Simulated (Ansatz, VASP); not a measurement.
Be2Se: VASP beside Ansatz

File INCAR:

```
SYSTEM = Be2Se
PREC = Accurate ; ENCUT = 520
EDIFF = 1E-7 ; ISMEAR = 0
SIGMA = 0.2 ; LREAL = .FALSE.
LASPH = .TRUE. ; NELM = 100
ALGO = Normal ; ISIF = 2
LWAVE = .FALSE. ; LCHARG = .FALSE.
GGA = PE ; NBANDS = 25
```

KPOINTS

```
regular mesh
0
G
  6 6 2
  0 0 0
```

File POSCAR:

```
Be2Se
1.0
    3.4622703325      0.0000000000      0.0000000000
    0.0000000000      3.4622703325      0.0000000000
    0.0000000000      0.0000000000     11.3165316711
Be Se
6 3
Direct
    0.5000000000      0.0000000000      0.6427227923
    0.0000000000      0.0000000000      0.5000000000
    0.0000000000      0.5000000000      0.3572772077
    0.5000000000      0.5000000000      0.5000000000
    0.5000000000      0.0000000000      0.1189656036
    0.0000000000      0.5000000000      0.8810343964
    0.5000000000      0.5000000000      0.7610501945
    0.5000000000      0.5000000000      0.2389498055
    0.0000000000      0.0000000000      0.0000000000
```

Input for Ansatz:

```yaml
crystal:
  lattice:
    - [3.4622703325, 0.0, 0.0]
    - [0.0, 3.4622703325, 0.0]
    - [0.0, 0.0, 11.3165316711]
  atoms:
    - { symbol: Be, position: [0.5, 0.0, 0.6427227923] }
    - { symbol: Be, position: [0.0, 0.0, 0.5] }
    - { symbol: Be, position: [0.0, 0.5, 0.3572772077] }
    - { symbol: Be, position: [0.5, 0.5, 0.5] }
    - { symbol: Be, position: [0.5, 0.0, 0.1189656036] }
    - { symbol: Be, position: [0.0, 0.5, 0.8810343964] }
    - { symbol: Se, position: [0.5, 0.5, 0.7610501945] }
    - { symbol: Se, position: [0.5, 0.5, 0.2389498055] }
    - { symbol: Se, position: [0.0, 0.0, 0.0] }
basis:
  ecutwfc: 420
kpoints:
  mp_grid: { grid: [6, 6, 2] }
hamiltonian:
  xc: pbe
scf:
  occupations: { method: gaussian, width: 0.2 }
  lower_state_search: "off"
output:
  forces: true
  stress: true
  eigenvalues: true
```

Alike in both runs: task single point; functional PBE; k mesh 6 × 6 × 2; occupations gaussian, width 0.2 eV; no spin polarisation.

|  | VASP | Ansatz |
| --- | --- | --- |
| version | VASP 6.6.1 | Ansatz 0.2.0 |
| potentials or method | VASP PAW PBE potentials, release 64 (Be, Se), cutoff 520 eV | scalar-relativistic, plane waves, PAW |
| valence electrons in the cell | 30 | 60 |

|  | VASP | Ansatz | Ansatz less VASP |
| --- | --- | --- | --- |
| gap on the k mesh at the Fermi level (eV) | none | none | - |
| pressure (GPa) | 0.2 | 0.0 | -0.16 |
| traceless stress, the component that is largest in VASP (GPa) | -0.59 | -0.60 | -0.004 |
| rms of the force components (eV/Å) | 0.016 | 0.014 | -0.0022 |

Atom by atom the forces differ by 0.005 eV/Å (rms over components). A gap of «none» marks a metal or a gap that the smearing closes. VASP's potentials hold 30 valence electrons a cell and Ansatz's 60, so a difference there can come from the potentials and not from the codes.
